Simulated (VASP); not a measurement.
B3AsN2, 6 atoms in the cell. Symmetry: I-4m2, No. 119, tetragonal system. The conventional cell has a = 2.842 Å, b = 2.842 Å, c = 12.134 Å, α = 90.00°, β = 90.00°, γ = 90.00°. Within 2.2 Å of N (site symmetry 2mm) lie 4 B at 1.66 Å. Within 2.2 Å of B (site symmetry -4m2) lie 4 N at 1.66 Å. B (site symmetry 2mm) has 2 N at 1.66 Å and 2 As at 1.95 Å within 2.2 Å. Within 2.6 Å of As (site symmetry -4m2) lie 4 B at 1.95 Å. 

- Program: VASP 6.6.1
- Task: single point
- Functional: PBE
- Potentials or basis: VASP PAW PBE potentials, release 64 (N, B, As)
- Cutoff: 600 eV
- k mesh: 12 × 12 × 12
- Occupations: fermi-dirac, width 0.02 eV
- Spin: non-collinear spin, zero start, spin-orbit coupling
- Starting moments: [[0.0, 0.0, 0.0], [0.0, 0.0, 0.0], [0.0, 0.0, 0.0], [0.0, 0.0, 0.0], [0.0, 0.0, 0.0], [0.0, 0.0, 0.0]] μB
- Dipole correction: no
- Further INCAR settings: ALGO = Normal; EDIFF = 1e-06; NBANDS = 40

Potentials or basis: VASP PAW PBE potentials, release 64 (N, B, As).

The run is started by

```bash
$ cat potpaw_PBE.64/N/POTCAR potpaw_PBE.64/B/POTCAR potpaw_PBE.64/As/POTCAR > POTCAR
$ mpirun -np 4 vasp_ncl > vasp.out
```

Hardware: 4 MPI ranks on Intel(R) Xeon(R) Platinum 8488C (Sapphire Rapids) (shared host).

**Question.** How long does it take, and how much memory?

**Answer.** Wall time 34 min on 4 MPI ranks on Intel(R) Xeon(R) Platinum 8488C (Sapphire Rapids) (shared host), peak memory 1.6 GiB a rank. Counts: scf iterations 15, k points 262.
